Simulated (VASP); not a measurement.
The system is PbS.

```xyz
2
Lattice="0.0000 2.9872 2.9872 2.9872 0.0000 2.9872 2.9872 2.9872 0.0000" Properties=species:S:1:pos:R:3 pbc="T T T"
Pb    0.0000    0.0000    0.0000
S     2.9872    2.9872    2.9872
```

Base run:

- Program: VASP 6.6.1
- Functional: PBE
- Potentials or basis: VASP PAW PBE potentials, release 64 (Pb_d, S)
- Cutoff: 520 eV
- k mesh: 6 × 6 × 6
- Occupations: gaussian, width 0.01 eV
- Spin: no spin polarisation

Its results: band gap on the k mesh 0.44 eV; pressure 0.8 GPa.

Question: The run is repeated on the same cell with these changes: functional from PBE to PBE-based screened hybrid with 75 % exact exchange; k mesh from 6 × 6 × 6 to 4 × 4 × 4. What comes out?

Answer: Band gap on the k mesh 1.97 eV; pressure -1.9 GPa.

Several settings changed at once.

Caveats: some runs use coarse meshes; spin-orbit coupling is left out, which moves the levels of the heavy elements; the PAW data sets were made with another functional, which shifts forces and pressure a little (at least some runs).

A k mesh can miss the band edges.
